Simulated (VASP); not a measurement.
## Ge: single point with r2SCAN

Ge:

```
Ge
1.0
     2.66718    2.66718    0.00000
    -2.66718    2.66718    0.00000
     0.00000    0.00000    5.91095
Ge
4
Cartesian
  0.0000 2.6672 2.9555
  1.3336 1.3336 1.4777
  0.0000 0.0000 0.0000
  -1.3336 1.3336 4.4332
```

```json
{
 "Program": "VASP 6.6.1",
 "Task": "single point",
 "Functional": "r2SCAN",
 "Potentials or basis": "VASP PAW PBE potentials, release 64 (Ge_d)",
 "Cutoff": "520 eV",
 "k mesh": "10 × 10 × 6",
 "Occupations": "gaussian, width 0.02 eV",
 "Spin": "no spin polarisation"
}
```

```
Pressure               : 7.1 GPa
Band gap on the k mesh : zero (filled and empty bands touch)
```

Stress tensor (GPa, compression positive):
```
10.63  0.00  0.00
 0.00 10.63  0.00
 0.00  0.00  0.18
```

Levels at points of the mesh, in eV from the Fermi level:
| k point | band 26 | band 27 | band 28 | band 29 | band 30 | band 31 |
| --- | --- | --- | --- | --- | --- | --- |
| (0.00, 0.00, 0.00) | -0.98 | 0.01 | 0.01 | 0.67 | 1.22 | 1.22 |
| (0.50, 0.00, 0.00) | -5.05 | -1.44 | -1.44 | 2.75 | 2.75 | 4.76 |
| (0.50, 0.50, 0.00) | -4.05 | -4.05 | -4.05 | 0.26 | 0.26 | 0.26 |
| (0.00, 0.00, 0.50) | -2.20 | -2.20 | -2.20 | 1.52 | 1.52 | 2.97 |
| (0.50, 0.00, 0.50) | -2.47 | -1.36 | -1.36 | 0.10 | 0.10 | 3.67 |
| (0.50, 0.50, 0.50) | -4.74 | -4.74 | -4.74 | 3.66 | 3.66 | 3.66 |

Run time: 17 min on 1 thread of AMD EPYC 7R43 64-Core Processor (Zen 3) (shared host), peak memory 0.27 GiB.

Caveat: the stress differs along the axes, from 0 to 11 GPa; semilocal functionals underestimate gaps, and a narrow one can read as zero; the PAW data sets were made with another functional, which shifts forces and pressure a little.
